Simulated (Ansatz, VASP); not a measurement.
# BN in VASP and in Ansatz

```
CELL_PARAMETERS angstrom
2.56597 0.00000 0.00000
-1.28298 2.22219 0.00000
0.00000 0.00000 4.19975
ATOMIC_POSITIONS crystal
B 0.33333 0.66667 0.99948
B 0.66667 0.33333 0.49948
N 0.33333 0.66667 0.37452
N 0.66667 0.33333 0.87452
```

Change from the starting cell: strained cell.

Alike in both runs: task relaxation of the atoms; functional PBEsol; k mesh 9 × 9 × 6; occupations gaussian, width 0.02 eV; no spin polarisation.

```csv
,VASP,Ansatz
version,VASP 6.6.1,Ansatz 0.2.0
potentials or method,"VASP PAW PBE potentials, release 64 (B, N), cutoff 520 eV","scalar-relativistic, plane waves, PAW"
valence electrons in the cell,16,16
```

```tsv
	VASP	Ansatz	Ansatz less VASP
gap on the k mesh at the Fermi level, each at its own relaxed structure (eV)	5.03	5.04	+0.012
```

VASP's potentials were made for PBE, not for PBEsol, and Ansatz warns of the same on its side. Ansatz's warnings: stress scf threshold loose.
